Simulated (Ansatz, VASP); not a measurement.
## CuO: VASP beside Ansatz

INCAR

```
SYSTEM = CuO
PREC = Accurate ; ENCUT = 520
EDIFF = 1E-6 ; ISMEAR = 0
SIGMA = 0.05 ; LREAL = .False.
LASPH = .True. ; NELM = 150
ALGO = Normal ; ISIF = 2
LWAVE = .False. ; LCHARG = .True.
ISPIN = 2 ; MAGMOM = 1 -1 -1 1 0 0 0 0
LORBIT = 11 ; LMAXMIX = 4
LDAU = .True. ; LDAUTYPE = 2
LDAUL = 2 -1 ; LDAUU = 4 0
LDAUJ = 0 0 ; LDAUPRINT = 1
GGA = PE ; LELF = .True.
LVHAR = .True. ; NBANDS = 48
```

The input KPOINTS:

```
Automatic mesh
0
Gamma
  4 4 3
  0 0 0
```

File POSCAR:

```
CuO
1.0
    4.1744183809      0.0000000000      0.3305692766
    0.0000000000      4.1521210885      0.0000000000
   -0.4124906359      0.0000000000      5.2015957572
Cu O
4 4
Direct
    0.2500000000      0.2500000000      0.0000000000
    0.2500000000     -0.2500000000      0.5000000000
    0.7500000000      0.7500000000      0.0000000000
    0.7500000000      0.2500000000      0.5000000000
    0.5000000000     -0.0000352668      0.2500000000
    0.5000000000      0.0000352668      0.7500000000
    1.0000000000      0.4999647332      0.2500000000
    1.0000000000      0.5000352668      0.7500000000
```

Input for Ansatz:

```yaml
crystal:
  lattice:
    - [4.1744183809, 0.0, 0.3305692766]
    - [0.0, 4.1521210885, 0.0]
    - [-0.4124906359, 0.0, 5.2015957572]
  atoms:
    - { symbol: Cu, position: [0.25, 0.25, 0.0], spin: 1.0 }
    - { symbol: Cu, position: [0.25, -0.25, 0.5], spin: -1.0 }
    - { symbol: O, position: [0.5, -3.52668e-05, 0.25] }
    - { symbol: O, position: [0.5, 3.52668e-05, 0.75] }
    - { symbol: Cu, position: [0.75, 0.75, 0.0], spin: -1.0 }
    - { symbol: Cu, position: [0.75, 0.25, 0.5], spin: 1.0 }
    - { symbol: O, position: [1.0, 0.4999647332, 0.25] }
    - { symbol: O, position: [1.0, 0.5000352668, 0.75] }
basis:
  ecutwfc: 420
  ecutrho_ratio: 4
kpoints:
  mp_grid: { grid: [4, 4, 3] }
hamiltonian:
  xc: pbe
  hubbard: { sites: [{ species: Cu, l: d, u_eff: 4.0 }] }
scf:
  occupations: { method: gaussian, width: 0.05 }
output:
  forces: true
  stress: true
  eigenvalues: true
  populations: true
  hubbard: { sites: [{ species: Cu, l: d }] }
magnetization:
  spin_polarized: true
```

Alike in both runs: task single point; functional PBE; k mesh 4 × 4 × 3; occupations gaussian, width 0.05 eV; collinear spin; Hubbard terms Cu d U = 4.0 eV.

```csv
,VASP,Ansatz
version,VASP 6.6.1,Ansatz 0.2.0
potentials or method,"VASP PAW PBE potentials, release 64 (Cu, O), cutoff 520 eV","scalar-relativistic, plane waves, PAW"
valence electrons in the cell,68,100
```

VASP gave:

* pressure (GPa): -2.8
* net moment per atom (μB): 0.00
* size of the moment on the site where the two differ most (μB): 0.60

Question: Which values does Ansatz return?

Answer: Pressure (GPa): -0.1; net moment per atom (μB): 0.00; size of the moment on the site where the two differ most (μB): 0.55.

Site moments also hang on the region over which each program counts them. The programs project onto different local orbitals, so the same U acts differently, and such runs can settle in different states. VASP's potentials hold 68 valence electrons a cell and Ansatz's 100, so a difference there can come from the potentials and not from the codes. Ansatz's warnings: filled band counts differ across k points.
